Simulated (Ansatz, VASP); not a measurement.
# Mn3Sb: VASP beside Ansatz

Contents of INCAR:

```
PREC = Accurate ; ENCUT = 520
EDIFF = 1E-6 ; ISMEAR = 0
SIGMA = 0.05 ; LREAL = F
LASPH = T ; NELM = 150
ALGO = Normal ; ISIF = 2
LWAVE = F ; LCHARG = T
ISPIN = 2 ; MAGMOM = 3.1 3.1 3.1 0
LORBIT = 11 ; LMAXMIX = 4
GGA = PS ; LELF = T
LVHAR = T ; NBANDS = 34
```

Contents of KPOINTS:

```
regular mesh
0
Gamma
  8 8 8
```

Contents of POSCAR:

```
Mn3Sb
1.0
    4.0016992780      0.0000000000      0.0000000000
    0.0000000000      4.0016992780      0.0000000000
    0.0000000000      0.0000000000      4.0016992780
Mn Sb
3 1
Direct
    0.0000000000      0.5000000000      0.5000000000
    0.5000000000      0.0000000000      0.5000000000
    0.5000000000      0.5000000000      0.0000000000
    0.0000000000      0.0000000000      0.0000000000
```

Input for Ansatz:

```yaml
crystal:
  lattice:
    - [4.001699278, 0.0, 0.0]
    - [0.0, 4.001699278, 0.0]
    - [0.0, 0.0, 4.001699278]
  atoms:
    - { symbol: Mn, position: [0.0, 0.5, 0.5], spin: 3.1 }
    - { symbol: Mn, position: [0.5, 0.0, 0.5], spin: 3.1 }
    - { symbol: Mn, position: [0.5, 0.5, 0.0], spin: 3.1 }
    - { symbol: Sb, position: [0.0, 0.0, 0.0] }
basis:
  ecutwfc: 420
  ecutrho_ratio: 4
kpoints:
  mp_grid: { grid: [8, 8, 8] }
  band_path:
    path:
      - [[0.0, 0.0, 0.0], [0.0, 0.5, 0.0], [0.5, 0.5, 0.0], [0.0, 0.0, 0.0], [0.5, 0.5, 0.5], [0.0, 0.5, 0.0]]
      - [[0.5, 0.5, 0.5], [0.5, 0.5, 0.0]]
    npoints: 6
hamiltonian:
  xc: pbesol
scf:
  occupations: { method: gaussian, width: 0.05 }
  lower_state_search: "off"
output:
  forces: true
  stress: true
  eigenvalues: true
  populations: true
  eigenstates:
    nscf_kmesh: { grid: [8, 8, 8] }
    top_band: c64
    exchange_couplings: { magnetic: [{ site: 0 }, { site: 1 }, { site: 2 }] }
    magnetocrystalline_anisotropy: {}
magnetization:
  spin_polarized: true
checkpoint:
  read: start.run
  write: ck
  compress: false
  write_wavefunctions: false
  write_every: 100000
```

Alike in both runs: task single point; functional PBEsol; k mesh 8 × 8 × 8; occupations gaussian, width 0.05 eV; collinear spin.

|  | VASP | Ansatz |
| --- | --- | --- |
| version | VASP 6.6.1 | Ansatz 0.2.0 |
| potentials or method | VASP PAW PBE potentials, release 64 (Mn_pv, Sb), cutoff 520 eV | scalar-relativistic, plane waves, PAW |
| valence electrons in the cell | 44 | 60 |

```csv
,VASP,Ansatz,Ansatz less VASP
gap on the k mesh at the Fermi level (eV),none,none,-
pressure (GPa),-15.1,-15.7,-0.57
net moment per atom (μB),2.11,2.09,-0.018
size of the moment on the site where the two differ most (μB),2.81,2.82,+0.007
```

VASP's potentials were made for PBE, not for PBEsol. Site moments also hang on the region over which each program counts them. A gap of «none» marks a metal or a gap that the smearing closes. VASP's potentials hold 44 valence electrons a cell and Ansatz's 60, so a difference there can come from the potentials and not from the codes. Ansatz's warnings: anisotropy in doubt, saved state not lowest, stability check not made.

Spin-orbit coupling is off throughout.
